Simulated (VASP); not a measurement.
RbReSe2, 4 atoms in the cell. Symmetry: R-3m, No. 166, trigonal system. The conventional cell has a = 4.075 Å, b = 4.075 Å, c = 23.080 Å, α = 90.00°, β = 90.00°, γ = 120.00°. Within 3.7 Å of Re (site symmetry -3m) lie 6 Se at 2.78 Å. Within 3.7 Å of Se (site symmetry 3m) lie 3 Re at 2.78 Å and 3 Rb at 3.33 Å. Within 4.4 Å of Rb (site symmetry -3m) lie 6 Se at 3.33 Å and 6 Rb at 4.08 Å. 

- Program: VASP 6.6.1
- Task: relaxation of the atoms
- Functional: PBE
- Potentials or basis: VASP PAW PBE potentials, release 64 (Re, Se, Rb_sv)
- Cutoff: 520 eV
- k mesh: 7 × 7 × 7
- Occupations: fermi-dirac, width 0.1 eV
- Spin: no spin polarisation
- Dipole correction: no
- Further INCAR settings: ALGO = Normal; EDIFF = 1e-06; IBRION = 2; EDIFFG = -0.03; NSW = 100

Potentials or basis: VASP PAW PBE potentials, release 64 (Re, Se, Rb_sv).

The run is started by

```console
$ cat potpaw_PBE.64/Re/POTCAR potpaw_PBE.64/Se/POTCAR potpaw_PBE.64/Rb_sv/POTCAR > POTCAR
$ mpirun -np 1 vasp_std > vasp.out
```

Hardware: 1 thread of Intel Xeon 8259CL (shared host).

Q: How long does it take, and how much memory?

A: Wall time 7.4 min on 1 thread of Intel Xeon 8259CL, with other jobs on the host, peak memory 0.3 GiB. Counts: scf iterations 34, k points 44, ion steps 3.
